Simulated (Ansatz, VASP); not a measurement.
**Ga in VASP and in Ansatz**

The input POSCAR:

```
Ga
1.0
   -1.3656883352      1.3656883352      2.2799872528
    1.3656883352     -1.3656883352      2.2799872528
    1.3656883352      1.3656883352     -2.2799872528
Ga
1
Direct
    0.0000000000      0.0000000000      0.0000000000
```

Contents of INCAR.step1:

```
SYSTEM = Ga
  ALGO = Normal
  EDIFF = 1E-5
  ENCUT = 520
  GGA = PE
  ISIF = 2
  ISMEAR = -1
  LASPH = .True.
  LCHARG = .False.
  LREAL = .False.
  LWAVE = .True.
  NBANDS = 12
  NELM = 80
  PREC = Accurate
  SIGMA = 0.05
```

File INCAR.step2:

```
SYSTEM = Ga
  AEXX = 0.25
  ALGO = Normal
  EDIFF = 1E-7
  ENCUT = 520
  GGA = PE
  ISIF = 2
  ISMEAR = -1
  ISTART = 1
  LASPH = .True.
  LCHARG = .False.
  LHFCALC = .True.
  LREAL = .False.
  LWAVE = .False.
  NBANDS = 12
  NELM = 80
  PREC = Accurate
  PRECFOCK = Normal
  SIGMA = 0.05
```

The input KPOINTS:

```
k-points
0
Gamma
  6 6 6
  0 0 0
```

The input input.yaml:

```yaml
crystal:
  lattice:
    - [-1.3656883352, 1.3656883352, 2.2799872528]
    - [1.3656883352, -1.3656883352, 2.2799872528]
    - [1.3656883352, 1.3656883352, -2.2799872528]
  atoms:
    - { symbol: Ga, position: [0.0, 0.0, 0.0] }
hamiltonian:
  xc: pbe0
  pseudopotentials: { kind: paw }
kpoints:
  mp_grid: { grid: [6, 6, 6] }
scf:
  occupations: { method: fermi_dirac, width: 0.05 }
output:
  forces: true
  stress: true
  eigenvalues: true
  write_density: true
  write_potential: true
  elf: true
  volumetric_format: npy
```

Alike in both runs: task single point; functional PBE0; k mesh 6 × 6 × 6; occupations fermi-dirac, width 0.05 eV; no spin polarisation.

```csv
,VASP,Ansatz
version,VASP 6.6.1,Ansatz 0.2.0
potentials or method,"VASP PAW PBE potentials, release 64 (Ga_d)",Ansatz PAW
plane-wave cutoff (eV),520,420
valence electrons in the cell,13,13
```

|  | VASP | Ansatz | Ansatz less VASP |
| --- | --- | --- | --- |
| gap on the k mesh at the Fermi level (eV) | none | none | - |
| pressure (GPa) | 6.1 | 6.1 | -0.06 |
| traceless stress, the component that is largest in VASP (GPa) | -9.95 | -9.93 | +0.017 |

A gap of «none» marks a metal or a gap that the smearing closes.

The k mesh is coarse, so the values compare programs but aren't converged.
